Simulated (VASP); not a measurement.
# Hf8HO16 (a cell with a defect) in VASP: notebook

Hf8HO16 (a cell with a defect) is run at these levels: PBE; tasks: single point.

All numbers are computed with VASP 6.6.1; they aren't measurements. Logs are shortened: lines on timing, memory, paths and dates and some standing lists are left out, and cuts for length are marked.

**1. The cell of the first run**

The cell holds a defect, 25 atoms: a = 7.191 Å, b = 7.191 Å, c = 7.329 Å, α = 119.18°, β = 119.18°, γ = 90.36°.

**2. Single point, PBE**

Contents of INCAR:

```
PREC     = Accurate       # precision mode
ENCUT    = 520            # plane-wave cutoff, eV
EDIFF    = 1E-6           # SCF threshold, eV
ISMEAR   = 0              # smearing method
SIGMA    = 0.01           # smearing width, eV
LREAL    = Auto         
LASPH    = T              # aspherical terms in the spheres
NELM     = 100            # most SCF steps
ALGO     = Normal         # electronic algorithm
ISIF     = 2              # what is computed and relaxed
LWAVE    = F              # write WAVECAR
LCHARG   = F              # write CHGCAR
GGA      = PE             # functional
NELECT   = 176.0        
NBANDS   = 106            # bands
```

Contents of KPOINTS:

```
Automatic mesh
0
Gamma
  2 2 2
  0.5 0.5 0.5
```

Contents of POSCAR:

```
Hf8HO16
1.0
    0.0000000000     -5.0692310538      5.1009634478
    0.0000000000     -5.0692310538     -5.1009634478
    5.2938029111      5.0692310538      0.0000000000
Hf O H
8 16 1
Direct
    0.5040714911      0.2475744392      0.0371656027
    0.0021316497      0.7631611755      0.0388595412
    0.9658155359      0.2261350275      0.4690692312
    0.4662729112      0.7316138342      0.4804346166
    0.5149470938      0.2774329632      0.5371411937
    0.0121897258      0.7751715255      0.5359569355
    0.9789964772      0.2439582440      0.9701141027
    0.4905313899      0.7531301027      0.9634182176
    0.8299168094      0.4565124588      0.3662317860
    0.3343289031      0.9572172049      0.3722386487
    0.9644853502      0.0887322934      0.1355434469
    0.4455036445      0.5832512486      0.1182827512
    0.8778459317      0.3892696964      0.7362534269
    0.3789452468      0.8904370637      0.7395860793
    0.1490351045      0.1630706625      0.7761260970
    0.6465795448      0.6589102811      0.7695148782
    0.8502008014      0.8613496253      0.2672898589
    0.3616743877      0.3701233214      0.2723887240
    0.5906376494      0.0976354477      0.2374823011
    0.0912726670      0.5989633447      0.2364910349
    0.6536121092      0.2748498203      0.8704925596
    0.1565593058      0.7762195987      0.8706242137
    0.7824255923      0.9045836780      0.6256487301
    0.2880394709      0.4138476265      0.6393569632
    0.2879589579      0.4895524670     -0.0206208231
```

Potentials or basis: VASP PAW PBE potentials, release 64 (Hf_pv, O, H).

Command:

```bash
cat potpaw_PBE.64/Hf_pv/POTCAR potpaw_PBE.64/O/POTCAR potpaw_PBE.64/H/POTCAR > POTCAR
mpirun -np 1 vasp_std > vasp.out
```

OUTCAR:

```text
PREC = Accurate
   ENCUT = 520
   EDIFF = 1E-6
   ISMEAR = 0
   LREAL = Auto
   LASPH = T
   NELM = 100
   ISIF = 2
   GGA = PE
   NELECT = 176.0

 ion  position               nearest neighbor table
   1  0.504  0.248  0.037-  21 2.05  19 2.09   9 2.12  15 2.15  14 2.18  18 2.25  12 2.28   8 3.32
                             3 3.36   5 3.53   6 3.54   4 3.55   7 3.56   7 3.68   6 3.79   5 3.81
   2  0.002  0.763  0.039-  22 2.05  10 2.14  16 2.15  11 2.15  20 2.16  17 2.27  13 2.27   3 3.42
                             8 3.44   4 3.44   7 3.51   6 3.57   5 3.57   7 3.72   5 3.76   6 3.76
   3  0.966  0.226  0.469-  24 2.06  11 2.14  13 2.14  17 2.18   9 2.19  19 2.23  15 2.26   1 3.36
                             2 3.42   8 3.49   6 3.50   5 3.51   7 3.57   5 3.72   6 3.73   7 3.77
   4  0.466  0.732  0.480-  23 2.04  14 2.09  18 2.15  10 2.17  16 2.20  20 2.23  12 2.25   8 3.38
                             2 3.44   6 3.48   5 3.49   1 3.55   7 3.58   5 3.74   6 3.74   7 3.75
   5  0.515  0.277  0.537-  10 2.04  18 2.15  21 2.15  24 2.16  13 2.17  16 2.27  19 2.28   8 3.41
                             7 3.42   4 3.49   3 3.51   1 3.53   2 3.57   3 3.72   4 3.74   2 3.76
   6  0.012  0.775  0.536-   9 2.03  23 2.12  17 2.14  22 2.14  14 2.19  20 2.29  15 2.31   8 3.41
                             7 3.44   4 3.48   3 3.50   1 3.54   2 3.57   3 3.73   4 3.74   2 3.76
   7  0.979  0.244  0.970-  11 2.04  21 2.13  20 2.14  15 2.18  23 2.19  13 2.26  18 2.32   5 3.42
                             6 3.44   2 3.51   1 3.56   3 3.57   4 3.58   1 3.68   2 3.72   4 3.75
   8  0.491  0.753  0.963-  16 2.09  19 2.10  12 2.14  14 2.15  24 2.16  22 2.19  17 2.22   1 3.32
                             4 3.38   5 3.41   6 3.41   2 3.44   3 3.49   2 3.81   3 3.85
   9  0.830  0.457  0.366-   6 2.03   1 2.12   3 2.19
  10  0.334  0.957  0.372-   5 2.04   2 2.14   4 2.17
  11  0.964  0.089  0.136-   7 2.04   3 2.14   2 2.15
  12  0.446  0.583  0.118-  25 0.99   8 2.14   4 2.25   1 2.28
  13  0.878  0.389  0.736-   3 2.14   5 2.17   7 2.26   2 2.27
  14  0.379  0.890  0.740-   4 2.09   8 2.15   1 2.18   6 2.19
  15  0.149  0.163  0.776-   1 2.15   7 2.18   3 2.26   6 2.31
  16  0.647  0.659  0.770-   8 2.09   2 2.15   4 2.20   5 2.27
  17  0.850  0.861  0.267-   6 2.14   3 2.18   8 2.22   2 2.27
  18  0.362  0.370  0.272-   5 2.15   4 2.15   1 2.25   7 2.32
  19  0.591  0.098  0.237-   1 2.09   8 2.10   3 2.23   5 2.28
  20  0.091  0.599  0.236-   7 2.14   2 2.16   4 2.23   6 2.29
  21  0.654  0.275  0.870-   1 2.05   7 2.13   5 2.15
  22  0.157  0.776  0.871-   2 2.05   6 2.14   8 2.19
  23  0.782  0.905  0.626-   4 2.04   6 2.12   7 2.19
  24  0.288  0.414  0.639-   3 2.06   8 2.16   5 2.16
  25  0.288  0.490  0.979-  12 0.99

  LATTYP: Found a face centered orthorhombic cell.
 ALAT       =    10.1384621076
 B/A-ratio  =     1.0062598042
 C/A-ratio  =     1.0443009709

  Lattice vectors:

 A1 = (   5.2938029111,   0.0000000000,  -5.1009634478)
 A2 = (   5.2938029111,  -5.0692310538,   0.0000000000)
[... 167 lines left out ...]
   EFERMI =   0.00;   METHOD = LEGACY
   ISMEAR =     0;   SIGMA  =   0.01  broadening in eV -4-tet -1-fermi 0-gaus
   EFERMI_NEDOS =   21; number of points for ismear=-14 and -15
   IALGO  =     38    algorithm
   IMIX   =      4    mixing-type and parameters
     AMIX     =   0.40;   BMIX     =  1.00
     AMIX_MAG =   1.60;   BMIX_MAG =  1.00
  volume/ion in A,a.u.               =      10.95        73.90
  Fermi-wavevector in a.u.,A,eV,Ry     =   1.412912  2.670016 27.161577  1.996320
  Thomas-Fermi vector in A             =   2.534612
   LORBIT       =      0    0 simple, 1 ext, 2 COOP (PROOUT), +10 PAW based schemes
   GGA     = PE    functional components
   LHFCALC =     F    Hartree Fock is set to
   AEXX    =    0.0000 exact exchange contribution
   IVDW    =     0    specifies the selected vdW correction
   LEPSILON=     F    determine dielectric tensor
   LRPA    =     F    only Hartree local field effects (RPA)
 non-spin polarized calculation
 Gauss-broadening in eV      SIGMA  =   0.01
  energy-cutoff  :      520.00
  volume of cell :      273.77
 maximum number of plane-waves:      7388
 NGX is ok and might be reduce to    54
   NGX = 27   NGY = 27   NGZ = 27

 number of electron     176.0000005 magnetization

 Free energy of the ion-electron system (eV)
  ---------------------------------------------------
  ext. energy  EPLUGINS =         0.00000000
  ---------------------------------------------------
  free energy    TOTEN  =      -251.70192468 eV

  energy without entropy =     -251.70192468  energy(sigma->0) =     -251.70192468

 E-fermi :   3.4486     XC(G=0): -11.5697

 val. band max:        3.3233338784   @ k =  -0.2500  -0.2500   0.2500
 cond. band min:       7.7081381138   @ k =  -0.2500   0.2500   0.2500
 fundamental gap:      4.3848042354
 Fermi energy:         3.4486334459

 k-point     1 :       0.2500    0.2500    0.2500
  band No.  band energies     occupation
      1     -26.3294      2.00000
      2     -26.2374      2.00000
      3     -26.1584      2.00000
      4     -26.1285      2.00000
      5     -26.1173      2.00000
      6     -26.0990      2.00000
[... 401 lines left out ...]
     99       9.0933      0.00000
    100       9.1761      0.00000
 [bands above 100 left out]

------------------------ aborting loop because EDIFF is reached ----------------------------------------

  FORCE on cell =-STRESS in cart. coord.  units (eV):
  Direction    XX          YY          ZZ          XY          YZ          ZX
  --------------------------------------------------------------------------------------
  -------------------------------------------------------------------------------------
  Total      -12.5066328    -11.2384503    -10.0114320      2.2758578      1.5879628     -0.5706977
  in kB      -73.1912089    -65.7695620    -58.5888159     13.3187557      9.2930625     -3.3398320
  external PRESSURE =     -65.8498623 kB  Pullay stress =       0.0000000 kB

 VOLUME and BASIS-vectors are now :
 -----------------------------------------------------------------------------
  energy-cutoff  :      520.00
  volume of cell :      273.77
      direct lattice vectors                 reciprocal lattice vectors
     0.000000000 -5.069231054  5.100963448     0.094450060 -0.098634289  0.098020698
     0.000000000 -5.069231054 -5.100963448     0.094450060 -0.098634289 -0.098020698
     5.293802911  5.069231054  0.000000000     0.188900119  0.000000000  0.000000000

 POSITION                                       TOTAL-FORCE (eV/Angst)
 -----------------------------------------------------------------------------------
      0.19675     -3.62187      1.30838         0.041903      0.030627      0.023822
      0.20571     -3.68246     -3.88198         0.038091     -0.003268     -0.043213
      2.48316     -3.66445      3.77308        -0.051269     -0.001104     -0.040494
      2.54333     -3.63693     -1.35349        -0.010800      0.015765     -0.043266
      2.84352     -1.29386      1.21155         0.028297     -0.003886     -0.032933
      2.83725     -1.27443     -3.89194         0.033013      0.017780     -0.033343
[... 17 lines left out ...]
      3.38463     -0.31698     -0.64174         0.016790      0.006618      0.014851
      5.18464      1.02331     -1.02832        -0.090615      0.069506     -0.045302
 -----------------------------------------------------------------------------------
    total drift:                               -0.003316     -0.000789      0.004149

  FREE ENERGIE OF THE ION-ELECTRON SYSTEM (eV)
  ---------------------------------------------------
  free  energy   TOTEN  =      -251.7019246836 eV

  energy  without entropy=     -251.7019246836  energy(sigma->0) =     -251.70192468
```

stdout:

```text
POSCAR found type information on POSCAR HfO H
 POSCAR found :  3 types and      25 ions
 scaLAPACK will be used
 LDA part: xc-table for (Slater+PW92), standard interpolation
 POSCAR, INCAR and KPOINTS ok, starting setup
 FFT: planning ... GRIDC
 FFT: planning ... GRID_SOFT
 FFT: planning ... GRID
 WAVECAR not read
 entering main loop
 the old and the new charge density differ
 old charge density:   177.00000 new  176.00000
    0.140E+02
```

It took 2.8 min on 1 thread of Intel Xeon 6975P-C (Granite Rapids), shared host; peak memory 0.44 GiB.

What came out:

```
Free energy   : -251.7019 eV
Largest force : 0.153 eV/Å
```

Forces on the atoms (eV/Å):
```
Hf   0.042  0.031  0.024
Hf   0.038 -0.003 -0.043
Hf  -0.051 -0.001 -0.040
Hf  -0.011  0.016 -0.043
Hf   0.028 -0.004 -0.033
Hf   0.033  0.018 -0.033
Hf  -0.028  0.011 -0.046
Hf  -0.049 -0.031 -0.051
O   -0.029 -0.009  0.005
O   -0.021 -0.013  0.005
O    0.016 -0.019  0.008
O    0.108 -0.095  0.053
O   -0.014  0.037  0.030
O    0.011  0.034  0.041
O    0.019  0.034  0.019
O    0.018  0.044 -0.003
O    0.015 -0.038  0.018
O    0.023 -0.029  0.027
O   -0.043 -0.059  0.014
O   -0.019 -0.033  0.026
O   -0.012  0.009  0.027
O   -0.027  0.014  0.007
O    0.025  0.012  0.024
O    0.017  0.007  0.015
H   -0.091  0.070 -0.045
```

Caveat: the k points lie up to 0.59 Å⁻¹ apart; the cell carries a net charge on a neutralising background, which shifts energy and pressure; the cell is charged against a uniform background, so pressure and absolute levels hang on convention; spin-orbit coupling is left out, which moves the levels of the heavy elements.

**3. Single point, PBE**

Contents of INCAR:

```
SYSTEM = Hf8HO16
ALGO = Normal ; EDIFF = 1E-6
ENCUT = 520 ; GGA = PE
ISIF = 2 ; ISMEAR = 0
LASPH = .TRUE. ; LCHARG = .FALSE.
LREAL = Auto ; LWAVE = .FALSE.
NBANDS = 106 ; NELECT = 178.0
NELM = 100 ; PREC = Accurate
SIGMA = 0.01
```

KPOINTS is that of step 2.

Contents of POSCAR:

```
Hf8HO16
1.0
    0.0000000000     -5.0692310538      5.1009634478
    0.0000000000     -5.0692310538     -5.1009634478
    5.2938029111      5.0692310538      0.0000000000
Hf O H
8 16 1
Direct
    0.5057211951      0.2526063791      0.0291505958
    0.0072992916      0.7468615928      0.0340381421
    0.9730593384      0.2247569207      0.4671672792
    0.4470676180      0.7238998448      0.4367549626
    0.5166407827      0.2794653275      0.5305645422
   -0.0012479478      0.7688843123      0.5267466403
    0.9859124232      0.2464109349      0.9670438121
    0.4893972573      0.7420354376      0.9621047809
    0.8348532557      0.4419083620      0.3742063144
    0.3294784084      0.9618228920      0.3700871381
    0.9789932723      0.0925899965      0.1350481922
    0.5437113808      0.5931755538      0.1554425086
    0.8666648494      0.3726295725      0.7196630768
    0.3772876849      0.8786822204      0.7230806944
    0.1502494186      0.1542597865      0.7726766003
    0.6503327737      0.6475139322      0.7723489444
    0.8692972056      0.8798041748      0.2728032306
    0.3588314688      0.3723308761      0.2656032151
    0.5804291307      0.0896553688      0.2259999392
    0.0575353912      0.5886457559      0.2449778677
    0.6522098620      0.2616007890      0.8564241078
    0.1540987948      0.7718755097      0.8600960843
    0.7802632071      0.9090577866      0.6326153409
    0.2930029807      0.4062047909      0.6395518840
    0.2228887078      0.5860250333      0.0708942238
```

Potentials or basis: VASP PAW PBE potentials, release 64 (Hf_pv, O, H).

Command:

```bash
cat potpaw_PBE.64/Hf_pv/POTCAR potpaw_PBE.64/O/POTCAR potpaw_PBE.64/H/POTCAR > POTCAR
mpirun -np 1 vasp_std > vasp.out
```

OUTCAR:

```text
SYSTEM = Hf8HO16
   EDIFF = 1E-6
   ENCUT = 520
   GGA = PE
   ISIF = 2
   ISMEAR = 0
   LASPH = .TRUE.
   LREAL = Auto
   NELECT = 178.0
   NELM = 100
   PREC = Accurate

 ion  position               nearest neighbor table
   1  0.506  0.253  0.029-  21 2.02  12 2.11  15 2.14   9 2.15  19 2.16  14 2.28  18 2.28   3 3.43
                             8 3.45   4 3.46   7 3.54   5 3.55   6 3.64   7 3.69   6 3.70   8 3.78
   2  0.007  0.747  0.034-  25 1.93  22 2.08  10 2.12  16 2.15  20 2.23  17 2.24  11 2.26  13 2.29
                             4 3.18   7 3.38   3 3.48   8 3.50   5 3.53   6 3.57   8 3.75   6 3.77
   3  0.973  0.225  0.467-  24 2.03  17 2.06   9 2.07  13 2.15  11 2.16  15 2.29  19 2.34   1 3.43
                             2 3.48   6 3.51   5 3.53   7 3.55   8 3.55   5 3.70   6 3.71   8 3.78
   4  0.447  0.724  0.437-  25 1.99  10 2.08  23 2.08  18 2.12  14 2.16  12 2.27  20 2.36  16 2.51
                             2 3.18   7 3.44   1 3.46   5 3.57   6 3.58   8 3.65   6 3.67   5 3.69
   5  0.517  0.279  0.531-  10 2.05  13 2.09  24 2.15  18 2.15  21 2.17  16 2.19  19 2.26   8 3.39
                             7 3.45   2 3.53   3 3.53   1 3.55   4 3.57   4 3.69   3 3.70   1 3.79
   6  0.999  0.769  0.527-   9 2.07  20 2.09  22 2.12  23 2.13  17 2.18  14 2.27  15 2.30  12 2.76
                             7 3.42   3 3.51   8 3.51   2 3.57   4 3.58   1 3.64   4 3.67   1 3.70
[... 655 lines left out ...]
 [bands above 101 left out]

------------------------ aborting loop because EDIFF is reached ----------------------------------------

  FORCE on cell =-STRESS in cart. coord.  units (eV):
  Direction    XX          YY          ZZ          XY          YZ          ZX
  --------------------------------------------------------------------------------------
  -------------------------------------------------------------------------------------
  Total        4.9555379      8.5399848      8.3741591      0.5645144     -0.1198120     -1.3922433
  in kB       29.0007563     49.9776253     49.0071820      3.3036463     -0.7011625     -8.1476741
  external PRESSURE =      42.6618545 kB  Pullay stress =       0.0000000 kB

 VOLUME and BASIS-vectors are now :
 -----------------------------------------------------------------------------
  energy-cutoff  :      520.00
  volume of cell :      273.77
      direct lattice vectors                 reciprocal lattice vectors
     0.000000000 -5.069231054  5.100963448     0.094450060 -0.098634289  0.098020698
     0.000000000 -5.069231054 -5.100963448     0.094450060 -0.098634289 -0.098020698
     5.293802911  5.069231054  0.000000000     0.188900119  0.000000000  0.000000000

 POSITION                                       TOTAL-FORCE (eV/Angst)
 -----------------------------------------------------------------------------------
      0.15432     -3.69637      1.29113         0.053488     -0.037860     -0.030140
      0.18019     -3.65047     -3.77248         0.053671     -0.008967     -0.015591
      2.47309     -3.70383      3.81706        -0.047955     -0.004810     -0.041225
      2.31209     -3.72189     -1.41211        -0.031463     -0.005975     -0.046056
      2.80870     -1.34609      1.20982         0.064132      0.010290     -0.023892
      2.78849     -6.29036      1.17255        -0.014339      0.007429     -0.003915
[... 17 lines left out ...]
      3.38566     -0.30241     -0.57744         0.015534     -0.003269      0.011384
      0.37530     -3.74119     -1.85235         0.019213      0.006169     -0.016984
 -----------------------------------------------------------------------------------
    total drift:                                0.016627     -0.010246     -0.003089

  FREE ENERGIE OF THE ION-ELECTRON SYSTEM (eV)
  ---------------------------------------------------
  free  energy   TOTEN  =      -239.2929965307 eV

  energy  without entropy=     -239.2929965307  energy(sigma->0) =     -239.29299653
```

Run time: 3 min. Hardware: 1 thread of Intel Xeon 6975P-C (Granite Rapids), shared host; peak memory 0.41 GiB.

Results:

| Quantity | Value |
| --- | --- |
| Free energy | -239.2930 eV |
| Largest force | 0.090 eV/Å |

Forces in eV/Å, atoms in the order of the input:
```
Hf   0.053 -0.038 -0.030
Hf   0.054 -0.009 -0.016
Hf  -0.048 -0.005 -0.041
Hf  -0.031 -0.006 -0.046
Hf   0.064  0.010 -0.024
Hf  -0.014  0.007 -0.004
Hf  -0.039  0.012 -0.053
Hf  -0.048 -0.011 -0.005
O   -0.022 -0.007  0.030
O   -0.031 -0.006  0.044
O    0.020 -0.024 -0.018
O   -0.034  0.022 -0.019
O   -0.010  0.040  0.023
O    0.008  0.025  0.025
O    0.023  0.034  0.008
O    0.036  0.076  0.034
O    0.027 -0.033  0.009
O    0.014 -0.041  0.005
O   -0.036 -0.031  0.022
O    0.001 -0.029  0.011
O    0.000  0.006  0.009
O   -0.026  0.017  0.011
O    0.007 -0.015  0.032
O    0.016 -0.003  0.011
H    0.019  0.006 -0.017
```

Caveat: the k points lie up to 0.59 Å⁻¹ apart; the cell carries a net charge on a neutralising background, which shifts energy and pressure; the cell is charged against a uniform background, so pressure and absolute levels hang on convention; spin-orbit coupling is left out, which moves the levels of the heavy elements.
